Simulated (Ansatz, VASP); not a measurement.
**Na4H in VASP and in Ansatz**

Contents of INCAR:

```
  PREC = Accurate
  ENCUT = 400
  EDIFF = 1E-6
  ISMEAR = 0
  SIGMA = 0.1
  LREAL = F
  LASPH = T
  NELM = 120
  ALGO = Normal
  ISIF = 2
  LWAVE = F
  LCHARG = T
  LDIPOL = T
  IDIPOL = 3
  DIPOL = 0.5 0.5 0.283
  GGA = PE
  LELF = T
  LVHAR = T
  LVACPOTAV = T
  NBANDS = 40
  GGA_COMPAT = F
  NELMDL = -8
```

File KPOINTS:

```
Automatic mesh
0
Gamma
  4 4 1
```

File POSCAR:

```
Na4H
1.0
    7.2665054626      0.0000000000      0.0000000000
   -2.4221684875      6.8509270508      0.0000000000
    0.0000000000      0.0000000000     20.9665384335
Na H
8 2
Direct
    0.2500000000      0.2500000000      0.1907801811
    0.2500000000      0.7500000000      0.1907801811
    0.7500000000      0.2500000000      0.1907801811
    0.7500000000      0.7500000000      0.1907801811
    0.0000000000      0.0000000000      0.3322693660
    0.0000000000      0.5000000000      0.3322693660
    0.5000000000      0.0000000000      0.3322693660
    0.5000000000      0.5000000000      0.3322693660
    0.1219409038      0.3333333333      0.3689945509
    0.2113924295      0.3333333333      0.3689945509
```

Input for Ansatz:

```yaml
crystal:
  lattice:
    - [7.2665054626, 0.0, 0.0]
    - [-2.4221684875, 6.8509270508, 0.0]
    - [0.0, 0.0, 20.9665384335]
  atoms:
    - { symbol: Na, position: [0.25, 0.25, 0.1907801811] }
    - { symbol: Na, position: [0.25, 0.75, 0.1907801811] }
    - { symbol: Na, position: [0.75, 0.25, 0.1907801811] }
    - { symbol: Na, position: [0.75, 0.75, 0.1907801811] }
    - { symbol: Na, position: [0.0, 0.0, 0.332269366] }
    - { symbol: Na, position: [0.0, 0.5, 0.332269366] }
    - { symbol: Na, position: [0.5, 0.0, 0.332269366] }
    - { symbol: Na, position: [0.5, 0.5, 0.332269366] }
    - { symbol: H, position: [0.1219409038, 0.3333333333, 0.3689945509] }
    - { symbol: H, position: [0.2113924295, 0.3333333333, 0.3689945509] }
basis:
  ecutwfc: 420
kpoints:
  mp_grid: { grid: [4, 4, 1] }
hamiltonian:
  xc: pbe
scf:
  occupations: { method: gaussian, width: 0.1 }
output:
  forces: true
  eigenvalues: true
efield:
  axis: 3
  dipole_correction: true
  ramp_width: 0.04
```

Alike in both runs: task single point; functional PBE; k mesh 4 × 4 × 1; occupations gaussian, width 0.1 eV; no spin polarisation.

```csv
,VASP,Ansatz
version,VASP 6.6.1,Ansatz 0.2.0
potentials or method,"VASP PAW PBE potentials, release 64 (Na_pv, H), cutoff 400 eV","scalar-relativistic, plane waves, PAW"
valence electrons in the cell,58,74
```

```tsv
	VASP	Ansatz	Ansatz less VASP
gap on the k mesh at the Fermi level (eV)	none	none	-
rms of the force components (eV/Å)	1.291	1.284	-0.0071
work function, face that differs most (eV)	2.90	2.90	0.000
```

Atom by atom the forces differ by 0.007 eV/Å (rms over components). A gap of «none» marks a metal or a gap that the smearing closes. The functional is the same, so the differences come from potentials, cutoffs and numerics. VASP's potentials hold 58 valence electrons a cell and Ansatz's 74, so a difference there can come from the potentials and not from the codes.
